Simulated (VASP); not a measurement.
# SnO2 (P4_2/mnm) in VASP: further runs, part 2 of 3

VASP 6.6.1. The steps go on from the part before.

## (3) Single point, PBEsol

This run uses another cell than the first one, of 11.29 Å³/atom.

Contents of INCAR:

```
PREC = Accurate
ENCUT = 520
EDIFF = 1E-6
ISMEAR = 1
SIGMA = 0.05
LREAL = F
LASPH = T
NELM = 80
ALGO = Normal
ISIF = 2
LWAVE = F
LCHARG = T
GGA = PS
LELF = T
LVHAR = T
NBANDS = 35
```

Contents of KPOINTS:

```
Automatic mesh
0
Gamma
  4 4 6
```

Contents of POSCAR:

```
SnO2
1.0
    4.6522254363      0.0000000000      0.0000000000
    0.0000000000      4.6522254363      0.0000000000
    0.0000000000      0.0000000000      3.1288130757
Sn O
2 4
Direct
    0.0000000000      0.0000000000      0.0000000000
    0.5000000000      0.5000000000      0.5000000000
    0.3071000000      0.3071000000      0.0000000000
    0.1929000000      0.8071000000      0.5000000000
    0.6929000000      0.6929000000      0.0000000000
    0.8071000000      0.1929000000      0.5000000000
```

Potentials or basis: VASP PAW PBE potentials, release 64 (Sn_d, O).

Command:

```bash
$ cat potpaw_PBE.64/Sn_d/POTCAR potpaw_PBE.64/O/POTCAR > POTCAR
$ mpirun -np 1 vasp_std > vasp.out
```

OUTCAR:

```text
PREC = Accurate
   ENCUT = 520
   EDIFF = 1E-6
   ISMEAR = 1
   LREAL = F
   LASPH = T
   NELM = 80
   ISIF = 2
   GGA = PS

 ion  position               nearest neighbor table
   1  0.000  0.000  0.000-   4 2.01   6 2.01   4 2.01   6 2.01   5 2.02   3 2.02   2 3.64   2 3.64
                             2 3.64   2 3.64   2 3.64   2 3.64   2 3.64   2 3.64
   2  0.500  0.500  0.500-   3 2.01   5 2.01   3 2.01   5 2.01   4 2.02   6 2.02   1 3.64   1 3.64
                             1 3.64   1 3.64   1 3.64   1 3.64   1 3.64   1 3.64
   3  0.307  0.307  0.000-   2 2.01   2 2.01   1 2.02
   4  0.193  0.807  0.500-   1 2.01   1 2.01   2 2.02
   5  0.693  0.693  0.000-   2 2.01   2 2.01   1 2.02
   6  0.807  0.193  0.500-   1 2.01   1 2.01   2 2.02

  LATTYP: Found a simple tetragonal cell.
 ALAT       =     4.6522254363
 C/A-ratio  =     0.6725411566

  Lattice vectors:

 A1 = (   4.6522254363,   0.0000000000,   0.0000000000)
 A2 = (   0.0000000000,   4.6522254363,   0.0000000000)
 A3 = (   0.0000000000,   0.0000000000,   3.1288130757)

Analysis of symmetry for initial positions (statically):
=====================================================================
 Subroutine PRICEL returns:
 Original cell was already a primitive cell.

 Routine SETGRP: Setting up the symmetry group for a
 simple tetragonal supercell.

 Subroutine GETGRP returns: Found 16 space group operations
 (whereof  8 operations were pure point group operations)
 out of a pool of 16 trial point group operations.

The static configuration has the point symmetry D_2h.
 The point group associated with its full space group is D_4h.

Analysis of symmetry for dynamics (positions and initial velocities):
=====================================================================
 Subroutine PRICEL returns:
 Original cell was already a primitive cell.

 Routine SETGRP: Setting up the symmetry group for a
 simple tetragonal supercell.

 Subroutine GETGRP returns: Found 16 space group operations
 (whereof  8 operations were pure point group operations)
 out of a pool of 16 trial point group operations.

The dynamic configuration has the point symmetry D_2h.
 The point group associated with its full space group is D_4h.

 Subroutine INISYM returns: Found 16 space group operations
 (whereof  8 operations are pure point group operations),
 and found     1 'primitive' translations

----------------------------------------------------------------------------------------

                                     Primitive cell

  volume of cell :      67.7175

  direct lattice vectors                    reciprocal lattice vectors
     4.652225436  0.000000000  0.000000000     0.214950890  0.000000000  0.000000000
     0.000000000  4.652225436  0.000000000     0.000000000  0.214950890  0.000000000
     0.000000000  0.000000000  3.128813076     0.000000000  0.000000000  0.319610017

  length of vectors
     4.652225436  4.652225436  3.128813076     0.214950890  0.214950890  0.319610017

  position of ions in fractional coordinates (direct lattice)
     0.000000000  0.000000000  0.000000000
     0.500000000  0.500000000  0.500000000
     0.307100000  0.307100000  0.000000000
     0.192900000  0.807100000  0.500000000
     0.692900000  0.692900000  0.000000000
[... 39 lines left out ...]
  0.000000  0.000000  0.000000      1.000000
  0.250000  0.000000  0.000000      4.000000
  0.500000  0.000000  0.000000      2.000000
  0.250000  0.250000  0.000000      4.000000
  0.500000  0.250000  0.000000      4.000000
  0.500000  0.500000  0.000000      1.000000
[... 16 lines left out ...]
  0.500000  0.250000  0.500000      4.000000
  0.500000  0.500000  0.500000      1.000000
   k-points           NKPTS =     24   k-points in BZ     NKDIM =     24   number of bands    NBANDS=     35
   number of dos      NEDOS =    301   number of ions     NIONS =      6
   total plane-waves  NPLWV =  31104
   dimension x,y,z NGX =    36 NGY =   36 NGZ =   24
   dimension x,y,z NGXF=    72 NGYF=   72 NGZF=   48
   ions per type =               2   4
   NGX,Y,Z   is equivalent  to a cutoff of  12.86, 12.86, 12.75 a.u.
   NGXF,Y,Z  is equivalent  to a cutoff of  25.73, 25.73, 25.50 a.u.
 SYSTEM =  unknown system
   PREC   = accura    normal or accurate (medium, high low for compatibility)
   ISTART =      0    job   : 0-new  1-cont  2-samecut
   ICHARG =      2    charge: 1-file 2-atom 10-const
   ISPIN  =      1    spin polarized calculation?
   LNONCOLLINEAR =      F non collinear calculations
   LSORBIT =      F    spin-orbit coupling
   LASPH  =      T    aspherical Exc in radial PAW
   ENCUT  =  520.0 eV  38.22 Ry    6.18 a.u.   8.65  8.65  5.82*2*pi/ulx,y,z
   NELM   =     80;   NELMIN=  2; NELMDL= -5     # of ELM steps
   EDIFF  = 0.1E-05   stopping-criterion for ELM
   LREAL  =      F    real-space projection
   EDIFFG = 0.1E-04   stopping-criterion for IOM
   NSW    =      0    number of steps for IOM
   IBRION =     -1    ionic relax: 0-MD 1-quasi-New 2-CG
   NFREE  =      0    steps in history (QN), initial steepest desc. (CG)
   ISIF   =      2    stress and relaxation
   ISYM   =      2    0-nonsym 1-usesym 2-fastsym
   POTIM  = 0.5000    time-step for ionic-motion
   TEBEG  =    0.0;   TEEND  =   0.0 temperature during run
   PSTRESS=    0.0 pullay stress
   NELECT =      52.0000    total number of electrons
   NUPDOWN=      -1.0000    fix difference up-down
   EMIN   =  10.00;   EMAX   =-10.00  energy-range for DOS
   EFERMI =   0.00;   METHOD = LEGACY
   ISMEAR =     1;   SIGMA  =   0.05  broadening in eV -4-tet -1-fermi 0-gaus
   EFERMI_NEDOS =   21; number of points for ismear=-14 and -15
   IALGO  =     38    algorithm
   IMIX   =      4    mixing-type and parameters
     AMIX     =   0.40;   BMIX     =  1.00
     AMIX_MAG =   1.60;   BMIX_MAG =  1.00
  volume/ion in A,a.u.               =      11.29        76.16
  Fermi-wavevector in a.u.,A,eV,Ry     =   1.499140  2.832964 30.578022  2.247421
  Thomas-Fermi vector in A             =   2.610808
   LORBIT       =      0    0 simple, 1 ext, 2 COOP (PROOUT), +10 PAW based schemes
   GGA     = PS    functional components
   LHFCALC =     F    Hartree Fock is set to
   AEXX    =    0.0000 exact exchange contribution
   IVDW    =     0    specifies the selected vdW correction
   LEPSILON=     F    determine dielectric tensor
   LRPA    =     F    only Hartree local field effects (RPA)
 non-spin polarized calculation
 Methfessel and Paxton  Order N= 1 SIGMA  =   0.05
  energy-cutoff  :      520.00
  volume of cell :       67.72
 maximum number of plane-waves:      1848
 NGX is ok and might be reduce to    36
   NGX = 17   NGY = 17   NGZ = 11

 number of electron      51.9999984 magnetization

 Free energy of the ion-electron system (eV)
  ---------------------------------------------------
  ext. energy  EPLUGINS =         0.00000000
  ---------------------------------------------------
  free energy    TOTEN  =       -39.34230726 eV

  energy without entropy =      -39.34233746  energy(sigma->0) =      -39.34231733

 E-fermi :   6.7185     XC(G=0): -11.8315

 val. band max:        6.6763843460   @ k =   0.0000   0.0000   0.0000
 cond. band min:       8.5120654637   @ k =   0.0000   0.0000   0.0000
 fundamental gap:      1.8356811177
 Fermi energy:         6.7184784559

 k-point     1 :       0.0000    0.0000    0.0000
  band No.  band energies     occupation
      1     -14.4781      2.00000
      2     -13.6261      2.00000
      3     -13.1563      2.00000
      4     -13.1381      2.00000
      5     -13.1381      2.00000
      6     -13.0673      2.00000
[... 901 lines left out ...]
     34      18.3424      0.00000
     35      20.0069      0.00000

------------------------ aborting loop because EDIFF is reached ----------------------------------------

  FORCE on cell =-STRESS in cart. coord.  units (eV):
  Direction    XX          YY          ZZ          XY          YZ          ZX
  --------------------------------------------------------------------------------------
  -------------------------------------------------------------------------------------
  Total        7.2330925      7.2330925     10.0338383      0.0000000      0.0000000      0.0000000
  in kB      171.1328875    171.1328875    237.3977279      0.0000000      0.0000000      0.0000000
  external PRESSURE =     193.2211676 kB  Pullay stress =       0.0000000 kB

 VOLUME and BASIS-vectors are now :
 -----------------------------------------------------------------------------
  energy-cutoff  :      520.00
  volume of cell :       67.72
      direct lattice vectors                 reciprocal lattice vectors
     4.652225436  0.000000000  0.000000000     0.214950890  0.000000000  0.000000000
     0.000000000  4.652225436  0.000000000     0.000000000  0.214950890  0.000000000
     0.000000000  0.000000000  3.128813076     0.000000000  0.000000000  0.319610017

 POSITION                                       TOTAL-FORCE (eV/Angst)
 -----------------------------------------------------------------------------------
      0.00000      0.00000      0.00000         0.000000      0.000000      0.000000
      2.32611      2.32611      1.56441         0.000000      0.000000      0.000000
      1.42870      1.42870      0.00000        -0.336664     -0.336664     -0.000000
      0.89741      3.75481      1.56441         0.336664     -0.336664      0.000000
      3.22353      3.22353      0.00000         0.336664      0.336664      0.000000
      3.75481      0.89741      1.56441        -0.336664      0.336664      0.000000
 -----------------------------------------------------------------------------------
    total drift:                               -0.000000      0.000000      0.000000

  FREE ENERGIE OF THE ION-ELECTRON SYSTEM (eV)
  ---------------------------------------------------
  free  energy   TOTEN  =       -39.3423072596 eV

  energy  without entropy=      -39.3423374570  energy(sigma->0) =      -39.34231733
```

stdout:

```text
POSCAR found type information on POSCAR SnO
 POSCAR found :  2 types and       6 ions
 scaLAPACK will be used
 -----------------------------------------------------------------------------
|                                                                             |
|                                                                             |
|     You enforced a specific xc type in the INCAR file but a different       |
|     I HOPE YOU KNOW WHAT YOU ARE DOING!                                     |
|                                                                             |
 -----------------------------------------------------------------------------

 LDA part: xc-table for (Slater+PW92), standard interpolation
 POSCAR, INCAR and KPOINTS ok, starting setup
 FFT: planning ... GRIDC
 FFT: planning ... GRID_SOFT
 FFT: planning ... GRID
 WAVECAR not read
 entering main loop
```

Run time: 35 s. Hardware: 1 thread of Intel Xeon Platinum 8259CL at 2.50GHz (Skylake/Cascade Lake), shared host; peak memory 0.19 GiB.

Results:

* Free energy: -39.3423 eV
* Pressure: 19.3 GPa
* Largest force: 0.476 eV/Å
* Band gap on the k mesh: 1.84 eV

Forces on the atoms (eV/Å):
```
Sn   0.000  0.000  0.000
Sn   0.000  0.000  0.000
O   -0.337 -0.337  0.000
O    0.337 -0.337  0.000
O    0.337  0.337  0.000
O   -0.337  0.337  0.000
```

Stress tensor (GPa, compression positive):
```
17.11  0.00  0.00
 0.00 17.11  0.00
 0.00  0.00 23.74
```

Caveat: the stress differs along the axes, from 17 to 24 GPa; the PAW data sets were made with another functional, which shifts forces and pressure a little; spin-orbit coupling is left out, which moves the levels of the heavy elements.

## (4) Single point, PBEsol

This run uses another cell than the first one, of 11.60 Å³/atom.

Contents of INCAR:

```
PREC = Accurate
ENCUT = 520
EDIFF = 1E-6
ISMEAR = 1
SIGMA = 0.05
LREAL = F
LASPH = T
NELM = 60
ALGO = Normal
ISIF = 2
LWAVE = F
LCHARG = F
GGA = PS
NBANDS = 35
```

KPOINTS is that of step 3.

POSCAR: that of step 3 with these lines changed.

```diff
@@ -2,5 +2,5 @@
 1.0
-    4.6522254363      0.0000000000      0.0000000000
-    0.0000000000      4.6522254363      0.0000000000
-    0.0000000000      0.0000000000      3.1288130757
+    4.6955044373      0.0000000000      0.0000000000
+    0.0000000000      4.6955044373      0.0000000000
+    0.0000000000      0.0000000000      3.1579199851
 Sn O
```

Potentials or basis: VASP PAW PBE potentials, release 64 (Sn_d, O).

Command:

```bash
$ cat potpaw_PBE.64/Sn_d/POTCAR potpaw_PBE.64/O/POTCAR > POTCAR
$ mpirun -np 1 vasp_std > vasp.out
```

OUTCAR:

```text
PREC = Accurate
   ENCUT = 520
   EDIFF = 1E-6
   ISMEAR = 1
   LREAL = F
   LASPH = T
   NELM = 60
   ISIF = 2
   GGA = PS

 ion  position               nearest neighbor table
   1  0.000  0.000  0.000-   4 2.03   6 2.03   4 2.03   6 2.03   5 2.04   3 2.04   2 3.68   2 3.68
                             2 3.68   2 3.68   2 3.68   2 3.68   2 3.68   2 3.68
   2  0.500  0.500  0.500-   3 2.03   5 2.03   3 2.03   5 2.03   4 2.04   6 2.04   1 3.68   1 3.68
                             1 3.68   1 3.68   1 3.68   1 3.68   1 3.68   1 3.68
   3  0.307  0.307  0.000-   2 2.03   2 2.03   1 2.04
   4  0.193  0.807  0.500-   1 2.03   1 2.03   2 2.04
   5  0.693  0.693  0.000-   2 2.03   2 2.03   1 2.04
   6  0.807  0.193  0.500-   1 2.03   1 2.03   2 2.04

  LATTYP: Found a simple tetragonal cell.
 ALAT       =     4.6955044373
 C/A-ratio  =     0.6725411566

  Lattice vectors:

 A1 = (   4.6955044373,   0.0000000000,   0.0000000000)
 A2 = (   0.0000000000,   4.6955044373,   0.0000000000)
 A3 = (   0.0000000000,   0.0000000000,   3.1579199851)

Analysis of symmetry for initial positions (statically):
=====================================================================
 Subroutine PRICEL returns:
[... 186 lines left out ...]
 Fermi energy:         6.3810061831

 k-point     1 :       0.0000    0.0000    0.0000
  band No.  band energies     occupation
      1     -14.7514      2.00000
      2     -13.9294      2.00000
      3     -13.5554      2.00000
      4     -13.5358      2.00000
      5     -13.5358      2.00000
      6     -13.4542      2.00000
[... 901 lines left out ...]
     34      17.6996      0.00000
     35      19.4907      0.00000

------------------------ aborting loop because EDIFF is reached ----------------------------------------

  FORCE on cell =-STRESS in cart. coord.  units (eV):
  Direction    XX          YY          ZZ          XY          YZ          ZX
  --------------------------------------------------------------------------------------
  -------------------------------------------------------------------------------------
  Total        4.5250746      4.5250746      6.3940927      0.0000000      0.0000000      0.0000000
  in kB      104.1287581    104.1287581    147.1376703      0.0000000      0.0000000      0.0000000
  external PRESSURE =     118.4650622 kB  Pullay stress =       0.0000000 kB

 VOLUME and BASIS-vectors are now :
 -----------------------------------------------------------------------------
  energy-cutoff  :      520.00
  volume of cell :       69.63
      direct lattice vectors                 reciprocal lattice vectors
     4.695504437  0.000000000  0.000000000     0.212969664  0.000000000  0.000000000
     0.000000000  4.695504437  0.000000000     0.000000000  0.212969664  0.000000000
     0.000000000  0.000000000  3.157919985     0.000000000  0.000000000  0.316664135

 POSITION                                       TOTAL-FORCE (eV/Angst)
 -----------------------------------------------------------------------------------
      0.00000      0.00000      0.00000         0.000000     -0.000000     -0.000000
      2.34775      2.34775      1.57896         0.000000     -0.000000     -0.000000
      1.44199      1.44199      0.00000        -0.244725     -0.244725      0.000000
      0.90576      3.78974      1.57896         0.244725     -0.244725     -0.000000
      3.25352      3.25352      0.00000         0.244725      0.244725     -0.000000
      3.78974      0.90576      1.57896        -0.244725      0.244725     -0.000000
 -----------------------------------------------------------------------------------
    total drift:                               -0.000000      0.000000      0.000000

  FREE ENERGIE OF THE ION-ELECTRON SYSTEM (eV)
  ---------------------------------------------------
  free  energy   TOTEN  =       -39.5302065011 eV

  energy  without entropy=      -39.5302366986  energy(sigma->0) =      -39.53021657
```

OSZICAR:

```text
N       E                     dE             d eps       ncg     rms          rms(c)
DAV:   1     0.630577026339E+03    0.63058E+03   -0.25613E+04  1901   0.233E+03
DAV:   2     0.557477960259E+02   -0.57483E+03   -0.54230E+03  1771   0.614E+02
DAV:   3    -0.398687668398E+02   -0.95617E+02   -0.94087E+02  1809   0.208E+02
DAV:   4    -0.449915363704E+02   -0.51228E+01   -0.50799E+01  2092   0.514E+01
DAV:   5    -0.451247384899E+02   -0.13320E+00   -0.13299E+00  2164   0.871E+00    0.154E+01
DAV:   6    -0.395158446584E+02    0.56089E+01   -0.15118E+01  2662   0.610E+01    0.637E+00
DAV:   7    -0.395837237205E+02   -0.67879E-01   -0.18377E+00  1944   0.750E+00    0.322E+00
DAV:   8    -0.395394072716E+02    0.44316E-01   -0.16210E-01  2455   0.418E+00    0.713E-01
DAV:   9    -0.395297703554E+02    0.96369E-02   -0.31330E-02  2770   0.317E+00    0.131E-01
DAV:  10    -0.395301462447E+02   -0.37589E-03   -0.32909E-03  2009   0.429E-01    0.589E-02
DAV:  11    -0.395302073655E+02   -0.61121E-04   -0.17584E-04  2410   0.917E-02    0.149E-02
DAV:  12    -0.395302078234E+02   -0.45792E-06   -0.12568E-05  2237   0.265E-02    0.824E-03
DAV:  13    -0.395302065745E+02    0.12488E-05   -0.46031E-06  1922   0.418E-02    0.201E-03
DAV:  14    -0.395302065011E+02    0.73377E-07   -0.42461E-07  1082   0.711E-03
   1 F= -.39530207E+02 E0= -.39530217E+02  d E =0.301974E-04
```

stdout:

```text
POSCAR found type information on POSCAR SnO
 POSCAR found :  2 types and       6 ions
 scaLAPACK will be used
 -----------------------------------------------------------------------------
|                                                                             |
|                                                                             |
|     You enforced a specific xc type in the INCAR file but a different       |
|     I HOPE YOU KNOW WHAT YOU ARE DOING!                                     |
|                                                                             |
 -----------------------------------------------------------------------------

 LDA part: xc-table for (Slater+PW92), standard interpolation
 POSCAR, INCAR and KPOINTS ok, starting setup
 FFT: planning ... GRIDC
 FFT: planning ... GRID_SOFT
 FFT: planning ... GRID
 WAVECAR not read
 entering main loop
```

It took 37 s on 1 thread of Intel Xeon Platinum 8259CL at 2.50GHz (Skylake/Cascade Lake), shared host; peak memory 0.19 GiB.

Results:

| Property | Result |
| --- | --- |
| Free energy | -39.5302 eV |
| Pressure | 11.8 GPa |
| Largest force | 0.346 eV/Å |
| Band gap on the k mesh | 1.50 eV |

Forces on the atoms (eV/Å):
```
Sn   0.000  0.000  0.000
Sn   0.000  0.000  0.000
O   -0.245 -0.245  0.000
O    0.245 -0.245  0.000
O    0.245  0.245  0.000
O   -0.245  0.245  0.000
```

Stress tensor (GPa, compression positive):
```
10.41  0.00  0.00
 0.00 10.41  0.00
 0.00  0.00 14.71
```

Caveat: the cell stands under pressure; the PAW data sets were made with another functional, which shifts forces and pressure a little; spin-orbit coupling is left out, which moves the levels of the heavy elements.

[end of part 2 of 3]
